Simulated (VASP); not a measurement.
# Sc2S (CdCl2 type) (R-3m) in VASP: electric field gradients with PBE

Aim: the electric field gradients of Sc2S (CdCl2 type) with PBE.

Everything below comes from runs of VASP 6.6.1. Logs are shortened: lines on timing, memory, paths and dates and some standing lists are left out, and cuts for length are marked.

## Step 1: The cell of the first run

The structure is trigonal, space group R-3m (No. 166). The conventional cell has a = 3.563 Å, b = 3.563 Å, c = 16.912 Å, α = 90.00°, β = 90.00°, γ = 120.00°. S (site symmetry -3m) has 6 Sc at 2.53 Å within 3.3 Å. Sc (site symmetry 3m) has 3 S at 2.53 Å and 3 Sc at 3.38 Å within 3.4 Å.

## Step 2: Electric field gradients, PBE

The input, INCAR:

```
  ALGO = Normal
  EDIFF = 1E-8
  ENCUT = 520
  GGA = PE
  ISIF = 2
  ISMEAR = -1
  LASPH = True
  LCHARG = False
  LEFG = True
  LREAL = False
  LWAVE = False
  NBANDS = 21
  NELM = 80
  PREC = Accurate
  SIGMA = 0.05
```

The input, KPOINTS:

```
k-points
0
Gamma
  12 12 12
```

The input, POSCAR:

```
Sc2S
1.0
    1.7813853103     -1.0284832884      5.6374756894
    0.0000000000      2.0569665768      5.6374756894
   -1.7813853103     -1.0284832884      5.6374756894
S Sc
1 2
Direct
    0.0000000000      0.0000000000      0.0000000000
    0.2458163790      0.2458163790      0.2458163790
    0.7541836210      0.7541836210      0.7541836210
```

Potentials or basis: VASP PAW PBE potentials, release 64 (S, Sc_sv).

Run with:

```
> cat potpaw_PBE.64/S/POTCAR potpaw_PBE.64/Sc_sv/POTCAR > POTCAR
> mpirun -np 1 vasp_std > vasp.out
```

OUTCAR:

```text
EDIFF = 1E-8
   ENCUT = 520
   GGA = PE
   ISIF = 2
   ISMEAR = -1
   LASPH = True
   LREAL = False
   NELM = 80
   PREC = Accurate

 ion  position               nearest neighbor table
   1  0.000  0.000  0.000-   3 2.53   2 2.53   3 2.53   2 2.53   3 2.53   2 2.53
   2  0.246  0.246  0.246-   1 2.53   1 2.53   1 2.53   3 3.38   3 3.38   3 3.38
   3  0.754  0.754  0.754-   1 2.53   1 2.53   1 2.53   2 3.38   2 3.38   2 3.38

  LATTYP: Found a trigonal (rhomboedric) cell.
 ALAT       =     6.0010202172
 COS(alpha) =     0.8237636258

  Lattice vectors:

 A1 = (   1.7813853103,  -1.0284832884,   5.6374756894)
 A2 = (   0.0000000000,   2.0569665768,   5.6374756894)
 A3 = (  -1.7813853103,  -1.0284832884,   5.6374756894)

Analysis of symmetry for initial positions (statically):
=====================================================================
 Subroutine PRICEL returns:
 Original cell was already a primitive cell.

 Routine SETGRP: Setting up the symmetry group for a
 trigonal (rhombohedral) supercell.

 Subroutine GETGRP returns: Found 12 space group operations
 (whereof 12 operations were pure point group operations)
 out of a pool of 12 trial point group operations.

The static configuration has the point symmetry D_3d.

Analysis of symmetry for dynamics (positions and initial velocities):
=====================================================================
 Subroutine PRICEL returns:
 Original cell was already a primitive cell.

 Routine SETGRP: Setting up the symmetry group for a
 trigonal (rhombohedral) supercell.

 Subroutine GETGRP returns: Found 12 space group operations
 (whereof 12 operations were pure point group operations)
 out of a pool of 12 trial point group operations.

The dynamic configuration has the point symmetry D_3d.

 Subroutine INISYM returns: Found 12 space group operations
 (whereof 12 operations are pure point group operations),
 and found     1 'primitive' translations

----------------------------------------------------------------------------------------

                                     Primitive cell

  volume of cell :      61.9714

  direct lattice vectors                    reciprocal lattice vectors
     1.781385310 -1.028483288  5.637475689     0.280680433 -0.162050923  0.059128119
     0.000000000  2.056966577  5.637475689     0.000000000  0.324101847  0.059128119
    -1.781385310 -1.028483288  5.637475689    -0.280680433 -0.162050923  0.059128119

  length of vectors
     6.001020217  6.001020217  6.001020217     0.329451274  0.329451274  0.329451274

  position of ions in fractional coordinates (direct lattice)
     0.000000000  0.000000000  0.000000000
     0.245816379  0.245816379  0.245816379
     0.754183621  0.754183621  0.754183621

  ion indices of the primitive-cell ions
   primitive index   ion index
                 1           1
                 2           2
                 3           3

----------------------------------------------------------------------------------------

 KPOINTS: k-points

Automatic generation of k-mesh.
 Grid dimensions read from file:
 generate k-points for:   12   12   12

 Generating k-lattice:

  Cartesian coordinates                     Fractional coordinates (reciprocal lattice)
     0.023390036 -0.013504244  0.004927343     0.083333333  0.000000000 -0.000000000
     0.000000000  0.027008487  0.004927343     0.000000000  0.083333333  0.000000000
    -0.023390036 -0.013504244  0.004927343    -0.000000000  0.000000000  0.083333333

  Length of vectors
     0.027454273  0.027454273  0.027454273

  Shift w.r.t. Gamma in fractional coordinates (k-lattice)
     0.000000000  0.000000000  0.000000000

 Subroutine IBZKPT returns following result:
 ===========================================

 Found    189 irreducible k-points:

 Following reciprocal coordinates:
            Coordinates               Weight
  0.000000  0.000000  0.000000      1.000000
  0.083333  0.000000 -0.000000      6.000000
  0.166667  0.000000 -0.000000      6.000000
  0.250000  0.000000  0.000000      6.000000
  0.333333 -0.000000 -0.000000      6.000000
  0.416667  0.000000  0.000000      6.000000
[... 16 lines left out ...]
  0.500000  0.166667  0.000000     12.000000
 -0.416667  0.166667 -0.000000     12.000000
 [... further k-points ...]
   k-points           NKPTS =    189   k-points in BZ     NKDIM =    189   number of bands    NBANDS=     21
   number of dos      NEDOS =    301   number of ions     NIONS =      3
   total plane-waves  NPLWV = 110592
   dimension x,y,z NGX =    48 NGY =   48 NGZ =   48
   dimension x,y,z NGXF=    96 NGYF=   96 NGZF=   96
   ions per type =               1   2
   NGX,Y,Z   is equivalent  to a cutoff of  13.30, 13.30, 13.30 a.u.
   NGXF,Y,Z  is equivalent  to a cutoff of  26.59, 26.59, 26.59 a.u.
 SYSTEM =  unknown system
   PREC   = accura    normal or accurate (medium, high low for compatibility)
   ISTART =      0    job   : 0-new  1-cont  2-samecut
   ICHARG =      2    charge: 1-file 2-atom 10-const
   ISPIN  =      1    spin polarized calculation?
   LNONCOLLINEAR =      F non collinear calculations
   LSORBIT =      F    spin-orbit coupling
   LASPH  =      T    aspherical Exc in radial PAW
   ENCUT  =  520.0 eV  38.22 Ry    6.18 a.u.  11.16 11.16 11.16*2*pi/ulx,y,z
   NELM   =     80;   NELMIN=  2; NELMDL= -5     # of ELM steps
   EDIFF  = 0.1E-07   stopping-criterion for ELM
   LREAL  =      F    real-space projection
   EDIFFG = 0.1E-06   stopping-criterion for IOM
   NSW    =      0    number of steps for IOM
   IBRION =     -1    ionic relax: 0-MD 1-quasi-New 2-CG
   NFREE  =      0    steps in history (QN), initial steepest desc. (CG)
   ISIF   =      2    stress and relaxation
   ISYM   =      2    0-nonsym 1-usesym 2-fastsym
   POTIM  = 0.5000    time-step for ionic-motion
   TEBEG  =    0.0;   TEEND  =   0.0 temperature during run
   PSTRESS=    0.0 pullay stress
   NELECT =      28.0000    total number of electrons
   NUPDOWN=      -1.0000    fix difference up-down
   EMIN   =  10.00;   EMAX   =-10.00  energy-range for DOS
   EFERMI =   0.00;   METHOD = LEGACY
   ISMEAR =    -1;   SIGMA  =   0.05  broadening in eV -4-tet -1-fermi 0-gaus
   EFERMI_NEDOS =   21; number of points for ismear=-14 and -15
   IALGO  =     38    algorithm
   IMIX   =      4    mixing-type and parameters
     AMIX     =   0.40;   BMIX     =  1.00
     AMIX_MAG =   1.60;   BMIX_MAG =  1.00
  volume/ion in A,a.u.               =      20.66       139.40
  Fermi-wavevector in a.u.,A,eV,Ry     =   1.256215  2.373901 21.471015  1.578075
  Thomas-Fermi vector in A             =   2.389933
   LORBIT       =      0    0 simple, 1 ext, 2 COOP (PROOUT), +10 PAW based schemes
   GGA     = PE    functional components
   LHFCALC =     F    Hartree Fock is set to
   AEXX    =    0.0000 exact exchange contribution
   IVDW    =     0    specifies the selected vdW correction
   LEPSILON=     F    determine dielectric tensor
   LRPA    =     F    only Hartree local field effects (RPA)
 non-spin polarized calculation
  energy-cutoff  :      520.00
  volume of cell :       61.97
 maximum number of plane-waves:      1697
 NGX is ok and might be reduce to    48
   NGX = 23   NGY = 23   NGZ = 23

 number of electron      28.0000000 magnetization

 Free energy of the ion-electron system (eV)
  ---------------------------------------------------
  ext. energy  EPLUGINS =         0.00000000
  ---------------------------------------------------
  free energy    TOTEN  =       -20.31465439 eV

  energy without entropy =      -20.29795020  energy(sigma->0) =      -20.30630229

 E-fermi :   5.4853     XC(G=0): -10.2374

 val. band max:        5.4561672203   @ k =  -0.4167   0.5000   0.3333
 cond. band min:       5.4894562588   @ k =   0.5000   0.3333   0.1667
 fundamental gap:      0.0332890385
 Fermi energy:         5.4853009650

 k-point     1 :       0.0000    0.0000    0.0000
  band No.  band energies     occupation
      1     -44.3324      2.00000
      2     -44.3027      2.00000
      3     -23.1435      2.00000
      4     -22.9106      2.00000
      5     -22.9106      2.00000
      6     -22.8922      2.00000
[... 550 lines left out ...]
      5     -22.9984      2.00000
      6     -22.9882      2.00000
[... 13 lines left out ...]
     20       8.4802      0.00000
     21       8.6480      0.00000

 [... further k-points ...]

------------------------ aborting loop because EDIFF is reached ----------------------------------------

  FORCE on cell =-STRESS in cart. coord.  units (eV):
  Direction    XX          YY          ZZ          XY          YZ          ZX
  --------------------------------------------------------------------------------------
  -------------------------------------------------------------------------------------
  Total        0.0845057      0.0845057      0.0637810     -0.0000000     -0.0000000      0.0000000
  in kB        2.1847689      2.1847689      1.6489618     -0.0000000     -0.0000000      0.0000000
  external PRESSURE =       2.0061665 kB  Pullay stress =       0.0000000 kB

 VOLUME and BASIS-vectors are now :
 -----------------------------------------------------------------------------
  energy-cutoff  :      520.00
  volume of cell :       61.97
      direct lattice vectors                 reciprocal lattice vectors
     1.781385310 -1.028483288  5.637475689     0.280680433 -0.162050923  0.059128119
     0.000000000  2.056966577  5.637475689     0.000000000  0.324101847  0.059128119
    -1.781385310 -1.028483288  5.637475689    -0.280680433 -0.162050923  0.059128119

 POSITION                                       TOTAL-FORCE (eV/Angst)
 -----------------------------------------------------------------------------------
      0.00000      0.00000      0.00000         0.000000      0.000000     -0.000000
      0.00000      0.00000      4.15735         0.000000      0.000000     -0.036321
      0.00000      0.00000     12.75508         0.000000      0.000000      0.036321
 -----------------------------------------------------------------------------------
    total drift:                                0.000000      0.000000     -0.000000

  FREE ENERGIE OF THE ION-ELECTRON SYSTEM (eV)
  ---------------------------------------------------
  free  energy   TOTEN  =       -20.3146543864 eV

  energy  without entropy=      -20.2979501999  energy(sigma->0) =      -20.30630229

 Electric field gradients (V/A^2)
---------------------------------------------------------------------
 ion       V_xx      V_yy      V_zz      V_xy      V_xz      V_yz
---------------------------------------------------------------------
   1      -6.718    -6.718    13.436    -0.000    -0.000     0.000
   2       3.300     3.300    -6.600    -0.000    -0.000     0.000
   3       3.300     3.300    -6.600    -0.000    -0.000     0.000
---------------------------------------------------------------------

 Electric field gradients after diagonalization (V/A^2)
 (convention: |V_zz| > |V_xx| > |V_yy|)
----------------------------------------------------------------------
 ion       V_xx      V_yy      V_zz     asymmetry (V_yy - V_xx)/ V_zz
----------------------------------------------------------------------
   1      -6.718    -6.718    13.436       0.000
   2       3.300     3.300    -6.600       0.000
   3       3.300     3.300    -6.600       0.000
----------------------------------------------------------------------

           NMR quadrupolar parameters

 Cq : quadrupolar parameter    Cq=e*Q*V_zz/h
 eta: asymmetry parameters     (V_yy - V_xx)/ V_zz
 Q  : nuclear electric quadrupole moment in mb (millibarn)
----------------------------------------------------------------------
 ion       Cq(MHz)       eta       Q (mb)
----------------------------------------------------------------------
   1       0.032       0.000       1.000
   2      -0.016       0.000       1.000
   3      -0.016       0.000       1.000
----------------------------------------------------------------------
```

Run time: 12 min. Hardware: 1 thread of Intel Xeon Platinum 8259CL at 2.50GHz (Skylake/Cascade Lake), shared host; peak memory 0.48 GiB.

Results:

- Free energy: -20.3147 eV
- Pressure: 0.2 GPa
- Largest force: 0.036 eV/Å
- Band gap on the k mesh: zero (bands 14 and 15 overlap by 0.80 eV)
- Largest electric field gradient by atom: S +13.4; Sc -6.6 V/Å²

Forces in eV/Å, atoms in the order of the input:
```
S    0.000  0.000  0.000
Sc   0.000  0.000 -0.036
Sc   0.000  0.000  0.036
```

Levels at points of the mesh, in eV from the Fermi level:
```tsv
k point	band 10	band 11	band 12	band 13	band 14	band 15	band 16	band 17	band 18	band 19
(0.00, 0.00, 0.00)	-5.93	-3.90	-3.90	-2.79	0.56	0.56	0.71	1.38	1.38	1.84
(0.50, 0.00, 0.00)	-6.53	-5.01	-4.37	-1.28	-0.73	0.13	1.15	1.38	2.70	2.80
(0.50, 0.50, 0.00)	-6.61	-5.06	-4.39	-1.39	-0.86	0.51	1.90	2.11	2.16	2.95
(0.50, 0.50, 0.50)	-6.42	-3.84	-3.84	-0.99	-0.65	0.72	0.72	1.37	1.37	1.66
```

Electric field gradients, principal values (V/Å²):
| atom | least | middle | greatest (by size) |
| --- | --- | --- | --- |
| 1 S | -6.718 | -6.718 | 13.436 |
| 2 Sc | 3.300 | 3.300 | -6.600 |
| 3 Sc | 3.300 | 3.300 | -6.600 |

Caveat: without QUAD_EFG the Cq values of the log hold for a quadrupole moment of 1 mb, not for the nuclei.

The gap in the log of VASP goes by the Fermi energy; the results here count the filled bands.